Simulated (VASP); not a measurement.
# ZnSe (P4/nmm) in VASP: notebook

The runs below take ZnSe through single point, with PBEsol.

Program: VASP 6.6.1. These are calculated values, not measurements. Logs are shortened: lines on timing, memory, paths and dates and some standing lists are left out, and cuts for length are marked.

## (1) The cell of the first run

It takes space group P4/nmm (No. 129, tetragonal). Conventional cell: a = 4.148 Å, b = 4.148 Å, c = 5.696 Å, α = 90.00°, β = 90.00°, γ = 90.00°. Zn (site symmetry -4m2) has 4 Se at 2.64 Å and 4 Zn at 2.93 Å within 3.5 Å. Se (site symmetry 4mm) has 4 Zn at 2.64 Å within 3.5 Å.

## (2) Single point, PBEsol

INCAR reads:

```
  PREC = Accurate
  ENCUT = 520
  EDIFF = 1E-6
  ISMEAR = 0
  SIGMA = 0.05
  LREAL = F
  LASPH = T
  NELM = 80
  ALGO = Normal
  ISIF = 2
  LWAVE = F
  LCHARG = F
  GGA = PS
  NBANDS = 26
```

KPOINTS reads:

```
regular mesh
0
Gamma
  8 8 6
```

POSCAR reads:

```
ZnSe
1.0
    4.1476469568      0.0000000000      0.0000000000
    0.0000000000      4.1476469568      0.0000000000
    0.0000000000      0.0000000000      5.6955264083
Zn Se
2 2
Direct
    0.0000000000      0.0000000000      0.0000000000
    0.5000000000      0.5000000000      0.0000000000
    0.0000000000      0.5000000000      0.2862553369
    0.5000000000      0.0000000000      0.7137446631
```

Potentials or basis: VASP PAW PBE potentials, release 64 (Zn, Se).

On the command line:

```console
> cat potpaw_PBE.64/Zn/POTCAR potpaw_PBE.64/Se/POTCAR > POTCAR
> mpirun -np 1 vasp_std > vasp.out
```

OUTCAR:

```text
PREC = Accurate
   ENCUT = 520
   EDIFF = 1E-6
   ISMEAR = 0
   LREAL = F
   LASPH = T
   NELM = 80
   ISIF = 2
   GGA = PS

 ion  position               nearest neighbor table
   1  0.000  0.000  0.000-   3 2.64   4 2.64   3 2.64   4 2.64   2 2.93   2 2.93   2 2.93   2 2.93

   2  0.500  0.500  0.000-   3 2.64   4 2.64   4 2.64   3 2.64   1 2.93   1 2.93   1 2.93   1 2.93

   3  0.000  0.500  0.286-   1 2.64   2 2.64   1 2.64   2 2.64
   4  0.500  0.000  0.714-   1 2.64   2 2.64   2 2.64   1 2.64

  LATTYP: Found a simple tetragonal cell.
 ALAT       =     4.1476469568
 C/A-ratio  =     1.3731946011

  Lattice vectors:

 A1 = (   4.1476469568,   0.0000000000,   0.0000000000)
 A2 = (   0.0000000000,   4.1476469568,   0.0000000000)
 A3 = (   0.0000000000,   0.0000000000,   5.6955264083)

Analysis of symmetry for initial positions (statically):
=====================================================================
 Subroutine PRICEL returns:
 Original cell was already a primitive cell.

 Routine SETGRP: Setting up the symmetry group for a
 simple tetragonal supercell.

 Subroutine GETGRP returns: Found 16 space group operations
 (whereof  8 operations were pure point group operations)
 out of a pool of 16 trial point group operations.

The static configuration has the point symmetry D_2d.
 The point group associated with its full space group is D_4h.

Analysis of symmetry for dynamics (positions and initial velocities):
=====================================================================
 Subroutine PRICEL returns:
 Original cell was already a primitive cell.

 Routine SETGRP: Setting up the symmetry group for a
 simple tetragonal supercell.

 Subroutine GETGRP returns: Found 16 space group operations
 (whereof  8 operations were pure point group operations)
 out of a pool of 16 trial point group operations.

The dynamic configuration has the point symmetry D_2d.
 The point group associated with its full space group is D_4h.

 Subroutine INISYM returns: Found 16 space group operations
 (whereof  8 operations are pure point group operations),
 and found     1 'primitive' translations

----------------------------------------------------------------------------------------

                                     Primitive cell

  volume of cell :      97.9800

  direct lattice vectors                    reciprocal lattice vectors
     4.147646957  0.000000000  0.000000000     0.241100559  0.000000000  0.000000000
     0.000000000  4.147646957  0.000000000     0.000000000  0.241100559  0.000000000
     0.000000000  0.000000000  5.695526408     0.000000000  0.000000000  0.175576396

  length of vectors
     4.147646957  4.147646957  5.695526408     0.241100559  0.241100559  0.175576396

  position of ions in fractional coordinates (direct lattice)
     0.000000000  0.000000000  0.000000000
     0.500000000  0.500000000  0.000000000
     0.000000000  0.500000000  0.286255337
     0.500000000  0.000000000  0.713744663

  ion indices of the primitive-cell ions
   primitive index   ion index
                 1           1
                 2           2
                 3           3
                 4           4

----------------------------------------------------------------------------------------

 KPOINTS: regular mesh

Automatic generation of k-mesh.
 Grid dimensions read from file:
 generate k-points for:    8    8    6

 Generating k-lattice:

  Cartesian coordinates                     Fractional coordinates (reciprocal lattice)
     0.030137570  0.000000000  0.000000000     0.125000000  0.000000000  0.000000000
     0.000000000  0.030137570  0.000000000     0.000000000  0.125000000  0.000000000
     0.000000000  0.000000000  0.029262733     0.000000000  0.000000000  0.166666667

  Length of vectors
     0.030137570  0.030137570  0.029262733

  Shift w.r.t. Gamma in fractional coordinates (k-lattice)
     0.000000000  0.000000000  0.000000000

 Subroutine IBZKPT returns following result:
 ===========================================

 Found     60 irreducible k-points:

[... 52 lines left out ...]
  band No.  band energies     occupation
      1     -11.5890      2.00000
      2     -10.8691      2.00000
      3      -5.6916      2.00000
      4      -5.6249      2.00000
      5      -5.5725      2.00000
      6      -5.5715      2.00000
[... 18 lines left out ...]
     25       8.8810      0.00000
     26       9.4003      0.00000

 k-point     4 :       0.3750    0.0000    0.0000
  band No.  band energies     occupation
      1     -11.3589      2.00000
      2     -10.9585      2.00000
      3      -5.6073      2.00000
      4      -5.5289      2.00000
      5      -5.5106      2.00000
      6      -5.4763      2.00000
[... 18 lines left out ...]
     25       8.6781      0.00000
     26       9.0995      0.00000

 k-point     5 :       0.5000    0.0000    0.0000
  band No.  band energies     occupation
      1     -11.1290      2.00000
      2     -11.1290      2.00000
      3      -5.5024      2.00000
      4      -5.5024      2.00000
      5      -5.4680      2.00000
      6      -5.4680      2.00000
[... 18 lines left out ...]
     25       8.5393      0.00000
     26       8.5393      0.00000

 k-point     6 :       0.1250    0.1250    0.0000
  band No.  band energies     occupation
      1     -11.6969      2.00000
      2     -10.8413      2.00000
      3      -5.7561      2.00000
      4      -5.6708      2.00000
      5      -5.6059      2.00000
      6      -5.5983      2.00000
[... 427 lines left out ...]
 k-point    21 :       0.1250    0.1250    0.1667
  band No.  band energies     occupation
      1     -11.6467      2.00000
      2     -10.9034      2.00000
      3      -5.7559      2.00000
      4      -5.6748      2.00000
      5      -5.6159      2.00000
      6      -5.5916      2.00000
[... 18 lines left out ...]
     25       8.5092      0.00000
     26       9.8236      0.00000

 k-point    22 :       0.2500    0.1250    0.1667
  band No.  band energies     occupation
      1     -11.4936      2.00000
      2     -10.9091      2.00000
      3      -5.7340      2.00000
      4      -5.6103      2.00000
      5      -5.5557      2.00000
      6      -5.5309      2.00000
[... 18 lines left out ...]
     25       7.8209      0.00000
     26       9.9029      0.00000

 k-point    23 :       0.3750    0.1250    0.1667
  band No.  band energies     occupation
      1     -11.2877      2.00000
      2     -10.9620      2.00000
      3      -5.6660      2.00000
      4      -5.5339      2.00000
      5      -5.5012      2.00000
      6      -5.4445      2.00000
[... 18 lines left out ...]
     25       9.3672      0.00000
     26       9.8635      0.00000

 k-point    24 :       0.5000    0.1250    0.1667
  band No.  band energies     occupation
      1     -11.0924      2.00000
      2     -11.0924      2.00000
      3      -5.5544      2.00000
      4      -5.5544      2.00000
      5      -5.4464      2.00000
      6      -5.4464      2.00000
[... 18 lines left out ...]
     25       9.5838      0.00000
     26       9.5838      0.00000

 [... further k-points ...]
[... 5 lines left out ...]
  --------------------------------------------------------------------------------------
  -------------------------------------------------------------------------------------
  Total       -3.8161582     -3.8161582     -5.1167596      0.0000000      0.0000000      0.0000000
  in kB      -62.4021447    -62.4021447    -83.6696899      0.0000000      0.0000000      0.0000000
  external PRESSURE =     -69.4913265 kB  Pullay stress =       0.0000000 kB

 VOLUME and BASIS-vectors are now :
 -----------------------------------------------------------------------------
  energy-cutoff  :      520.00
  volume of cell :       97.98
      direct lattice vectors                 reciprocal lattice vectors
     4.147646957  0.000000000  0.000000000     0.241100559  0.000000000  0.000000000
     0.000000000  4.147646957  0.000000000     0.000000000  0.241100559  0.000000000
     0.000000000  0.000000000  5.695526408     0.000000000  0.000000000  0.175576396

 POSITION                                       TOTAL-FORCE (eV/Angst)
 -----------------------------------------------------------------------------------
      0.00000      0.00000      0.00000         0.000000     -0.000000      0.000000
      2.07382      2.07382      0.00000         0.000000      0.000000      0.000000
      0.00000      2.07382      1.63037         0.000000      0.000000     -1.518869
      2.07382      0.00000      4.06515         0.000000     -0.000000      1.518869
 -----------------------------------------------------------------------------------
    total drift:                                0.000000     -0.000000     -0.000000

  FREE ENERGIE OF THE ION-ELECTRON SYSTEM (eV)
  ---------------------------------------------------
  free  energy   TOTEN  =       -12.5371856488 eV

  energy  without entropy=      -12.5371856488  energy(sigma->0) =      -12.53718565
```

Wall time 2.5 min (1 thread of Intel Xeon Platinum 8375C at 2.90GHz (Ice Lake), shared host); peak memory 0.27 GiB.

Results:

| Property | Result |
| --- | --- |
| Free energy | -12.5372 eV |
| Pressure | -6.9 GPa |
| Largest force | 1.519 eV/Å |
| Band gap on the k mesh | 1.21 eV, direct |

Forces on the atoms (eV/Å):
```
Zn   0.000  0.000  0.000
Zn   0.000  0.000  0.000
Se   0.000  0.000 -1.519
Se   0.000  0.000  1.519
```

Stress tensor (GPa, compression positive):
```
-6.24  0.00  0.00
 0.00 -6.24  0.00
 0.00  0.00 -8.37
```

Levels at points of the mesh, in eV from the valence-band top:
| k point | band 15 | band 16 | band 17 | band 18 | band 19 | band 20 | band 21 | band 22 |
| --- | --- | --- | --- | --- | --- | --- | --- | --- |
| (0.00, 0.00, 0.00) | -2.11 | -0.41 | 0.00 | 0.00 | 1.21 | 1.74 | 2.96 | 4.97 |
| (0.50, 0.00, 0.00) | -2.12 | -2.12 | -0.83 | -0.83 | 3.36 | 3.36 | 4.86 | 4.86 |
| (0.50, 0.50, 0.00) | -2.20 | -2.20 | -1.82 | -1.82 | 2.46 | 2.46 | 2.57 | 2.57 |
| (0.00, 0.00, 0.50) | -1.66 | -1.59 | -0.72 | -0.72 | 1.96 | 3.23 | 3.56 | 4.76 |
| (0.50, 0.00, 0.50) | -0.76 | -0.76 | -0.76 | -0.76 | 1.93 | 1.93 | 5.54 | 5.54 |
| (0.50, 0.50, 0.50) | -2.82 | -2.82 | -2.63 | -2.63 | 4.21 | 4.21 | 4.37 | 4.37 |

Caveat: the PAW data sets were made with another functional, which shifts forces and pressure a little. A k mesh can miss the band edges.

## (3) Single point, PBEsol

INCAR reads:

```
  PREC = Accurate
  ENCUT = 520
  EDIFF = 1E-6
  ISMEAR = 0
  SIGMA = 0.05
  LREAL = False
  LASPH = True
  NELM = 100
  ALGO = Normal
  ISIF = 2
  LWAVE = False
  LCHARG = True
  GGA = PS
  LELF = True
  LVHAR = True
  NBANDS = 26
```

KPOINTS reads:

```
Automatic mesh
0
Gamma
  8 8 6
```

Edit POSCAR of step 2 so:

```diff
@@ -10,3 +10,3 @@
     0.5000000000      0.5000000000      0.0000000000
-    0.0000000000      0.5000000000      0.2862553369
-    0.5000000000      0.0000000000      0.7137446631
+    0.0000000000      0.5000000000      0.3224306008
+    0.5000000000      0.0000000000      0.6775693992
```

Potentials or basis: VASP PAW PBE potentials, release 64 (Zn, Se).

On the command line:

```console
> cat potpaw_PBE.64/Zn/POTCAR potpaw_PBE.64/Se/POTCAR > POTCAR
> mpirun -np 1 vasp_std > vasp.out
```

Run time: 2.1 min. Hardware: 1 thread of Intel Xeon Platinum 8375C at 2.90GHz (Ice Lake), shared host; peak memory 0.27 GiB.

Results (log left out):

```
Free energy            : -11.6633 eV
Pressure               : -10.2 GPa
Largest force          : 2.619 eV/Å
Band gap on the k mesh : 0.45 eV, direct
```

Forces on the atoms (eV/Å):
```
Zn   0.000  0.000  0.000
Zn   0.000  0.000  0.000
Se   0.000  0.000 -2.619
Se   0.000  0.000  2.619
```

Stress tensor (GPa, compression positive):
```
 -7.60   0.00   0.00
  0.00  -7.60   0.00
  0.00   0.00 -15.38
```

Levels at points of the mesh, in eV from the valence-band top:
| k point | band 16 | band 17 | band 18 | band 19 | band 20 | band 21 |
| --- | --- | --- | --- | --- | --- | --- |
| (0.00, 0.00, 0.00) | -1.28 | 0.00 | 0.00 | 0.45 | 1.68 | 3.29 |
| (0.50, 0.00, 0.00) | -2.77 | -0.92 | -0.92 | 2.80 | 2.80 | 4.08 |
| (0.50, 0.50, 0.00) | -2.37 | -1.65 | -1.65 | 1.20 | 1.20 | 1.67 |
| (0.00, 0.00, 0.50) | -1.28 | -1.27 | -1.27 | 1.97 | 2.72 | 2.98 |
| (0.50, 0.00, 0.50) | -0.97 | -0.84 | -0.84 | 1.05 | 1.05 | 5.07 |
| (0.50, 0.50, 0.50) | -3.30 | -2.92 | -2.92 | 3.23 | 3.23 | 3.57 |

Caveat: the PAW data sets were made with another functional, which shifts forces and pressure a little. A k mesh can miss the band edges.

## (4) Single point, PBEsol

Edit INCAR of step 3 so:

```diff
@@ -11,6 +11,4 @@
   LWAVE = False
-  LCHARG = True
+  LCHARG = False
   GGA = PS
-  LELF = True
-  LVHAR = True
   NBANDS = 26
```

KPOINTS is that of step 3.

Edit POSCAR of step 3 so:

```diff
@@ -10,3 +10,3 @@
     0.5000000000      0.5000000000      0.0000000000
-    0.0000000000      0.5000000000      0.3224306008
-    0.5000000000      0.0000000000      0.6775693992
+    0.0000000000      0.5000000000      0.2139048092
+    0.5000000000      0.0000000000      0.7860951908
```

On the command line:

```console
> cat potpaw_PBE.64/Zn/POTCAR potpaw_PBE.64/Se/POTCAR > POTCAR
> mpirun -np 1 vasp_std > vasp.out
```

It took 2.8 min on 1 thread of Intel Xeon Platinum 8375C at 2.90GHz (Ice Lake), shared host; peak memory 0.27 GiB.

The run converged. Its results:

```yaml
Free_energy: -12.4183 eV
Pressure: 6.3 GPa
Largest_force: 1.959 eV/Å
Band_gap_on_the_k_mesh: 0.98 eV, direct
```

Forces on the atoms (eV/Å):
```
Zn   0.000  0.000  0.000
Zn   0.000  0.000  0.000
Se   0.000  0.000  1.959
Se   0.000  0.000 -1.959
```

Stress tensor (GPa, compression positive):
```
5.86 0.00 0.00
0.00 5.86 0.00
0.00 0.00 7.24
```

Levels at points of the mesh, in eV from the valence-band top:
| k point | band 15 | band 16 | band 17 | band 18 | band 19 | band 20 | band 21 | band 22 |
| --- | --- | --- | --- | --- | --- | --- | --- | --- |
| (0.00, 0.00, 0.00) | -3.22 | -0.34 | -0.34 | 0.00 | 0.98 | 2.14 | 2.73 | 5.42 |
| (0.50, 0.00, 0.00) | -1.54 | -1.54 | -1.27 | -1.27 | 2.90 | 2.90 | 6.50 | 6.50 |
| (0.50, 0.50, 0.00) | -2.36 | -2.36 | -2.20 | -2.20 | 3.80 | 3.80 | 4.67 | 4.67 |
| (0.00, 0.00, 0.50) | -3.13 | -1.11 | -0.53 | -0.53 | 1.09 | 3.42 | 3.86 | 4.82 |
| (0.50, 0.00, 0.50) | -1.51 | -1.51 | -0.65 | -0.65 | 2.43 | 2.43 | 6.08 | 6.08 |
| (0.50, 0.50, 0.50) | -2.60 | -2.60 | -2.58 | -2.58 | 5.25 | 5.25 | 6.27 | 6.27 |

Caveat: the PAW data sets were made with another functional, which shifts forces and pressure a little. A hybrid or GW would open this gap; PBEsol tends to underestimate it.

## (5) Single point, PBEsol

INCAR reads:

```
PREC = Accurate
ENCUT = 520
EDIFF = 1E-6
ISMEAR = 0
SIGMA = 0.05
LREAL = False
LASPH = True
NELM = 80
ALGO = Normal
ISIF = 2
LWAVE = False
LCHARG = True
GGA = PS
LELF = True
LVHAR = True
NBANDS = 26
```

KPOINTS is that of step 4.

Edit POSCAR of step 4 so:

```diff
@@ -10,3 +10,3 @@
     0.5000000000      0.5000000000      0.0000000000
-    0.0000000000      0.5000000000      0.2139048092
-    0.5000000000      0.0000000000      0.7860951908
+    0.0000000000      0.5000000000      0.2500800731
+    0.5000000000      0.0000000000      0.7499199269
```

On the command line:

```console
> cat potpaw_PBE.64/Zn/POTCAR potpaw_PBE.64/Se/POTCAR > POTCAR
> mpirun -np 1 vasp_std > vasp.out
```

Wall time 2.6 min (1 thread of Intel Xeon Platinum 8375C at 2.90GHz (Ice Lake), shared host); peak memory 0.27 GiB.

It converged, with:

```
Free energy            : -12.8427 eV
Pressure               : -1.4 GPa
Largest force          : 0.106 eV/Å
Band gap on the k mesh : 1.40 eV, direct
```

Forces in eV/Å, atoms in the order of the input:
```
Zn   0.000  0.000  0.000
Zn   0.000  0.000  0.000
Se   0.000  0.000  0.106
Se   0.000  0.000 -0.106
```

Stress tensor (GPa, compression positive):
```
-2.11  0.00  0.00
 0.00 -2.11  0.00
 0.00  0.00 -0.06
```

Levels at points of the mesh, in eV from the valence-band top:
```tsv
k point	band 16	band 17	band 18	band 19	band 20	band 21
(0.00, 0.00, 0.00)	-0.20	-0.20	0.00	1.40	1.69	2.58
(0.50, 0.00, 0.00)	-1.70	-1.14	-1.14	3.19	3.19	5.82
(0.50, 0.50, 0.00)	-2.31	-2.11	-2.11	3.18	3.18	3.54
(0.00, 0.00, 0.50)	-1.31	-0.59	-0.59	1.56	3.22	3.74
(0.50, 0.00, 0.50)	-1.09	-0.75	-0.75	2.31	2.31	5.81
(0.50, 0.50, 0.50)	-2.71	-2.63	-2.63	4.81	4.81	5.13
```

Caveat: the PAW data sets were made with another functional, which shifts forces and pressure a little.

## (6) Single point, PBEsol

INCAR reads:

```
SYSTEM = ZnSe
PREC = Accurate
ENCUT = 520
EDIFF = 1E-7
ISMEAR = 0
SIGMA = 0.05
LREAL = .False.
LASPH = .True.
NELM = 100
ALGO = Normal
ISIF = 2
LWAVE = .False.
LCHARG = .False.
GGA = PS
NBANDS = 26
```

KPOINTS reads:

```
regular mesh
0
Gamma
  8 8 6
  0 0 0
```

Edit POSCAR of step 5 so:

```diff
@@ -10,3 +10,3 @@
     0.5000000000      0.5000000000      0.0000000000
-    0.0000000000      0.5000000000      0.2500800731
-    0.5000000000      0.0000000000      0.7499199269
+    0.0000000000      0.5000000000      0.2319924411
+    0.5000000000      0.0000000000      0.7680075589
```

Potentials or basis: VASP PAW PBE potentials, release 64 (Zn, Se).

On the command line:

```console
> cat potpaw_PBE.64/Zn/POTCAR potpaw_PBE.64/Se/POTCAR > POTCAR
> mpirun -np 1 vasp_std > vasp.out
```

Run time: 50 s. Hardware: 1 thread of Intel Xeon 6975P-C (Granite Rapids), shared host; peak memory 0.28 GiB.

The run converged. Its results:

```
Free energy            : -12.7264 eV
Pressure               : 2.2 GPa
Largest force          : 1.029 eV/Å
Band gap on the k mesh : 1.13 eV, direct
```

Forces on the atoms (eV/Å):
```
Zn   0.000  0.000  0.000
Zn   0.000  0.000  0.000
Se   0.000  0.000  1.029
Se   0.000  0.000 -1.029
```

Stress tensor (GPa, compression positive):
```
1.34 0.00 0.00
0.00 1.34 0.00
0.00 0.00 3.87
```

Levels at points of the mesh, in eV from the valence-band top:
```
           k point  band 14  band 15  band 16  band 17  band 18  band 19  band 20  band 21  band 22  band 23
(0.00, 0.00, 0.00)    -2.96    -2.96    -0.34    -0.34     0.00     1.13     1.85     2.50     5.40     6.20
(0.50, 0.00, 0.00)    -4.78    -1.55    -1.55    -1.39    -1.39     2.98     2.98     6.22     6.22     6.43
(0.50, 0.50, 0.00)    -4.88    -2.41    -2.41    -2.25    -2.25     3.42     3.42     4.04     4.04     9.89
(0.00, 0.00, 0.50)    -2.82    -2.82    -1.25    -0.62    -0.62     1.26     3.21     3.73     4.72     6.92
(0.50, 0.00, 0.50)    -5.14    -1.36    -1.36    -0.77    -0.77     2.33     2.33     5.87     5.87     6.26
(0.50, 0.50, 0.50)    -4.76    -2.72    -2.72    -2.69    -2.69     4.96     4.96     5.60     5.60     8.24
```

Caveat: the PAW data sets were made with another functional, which shifts forces and pressure a little. A hybrid or GW would open this gap; PBEsol tends to underestimate it.
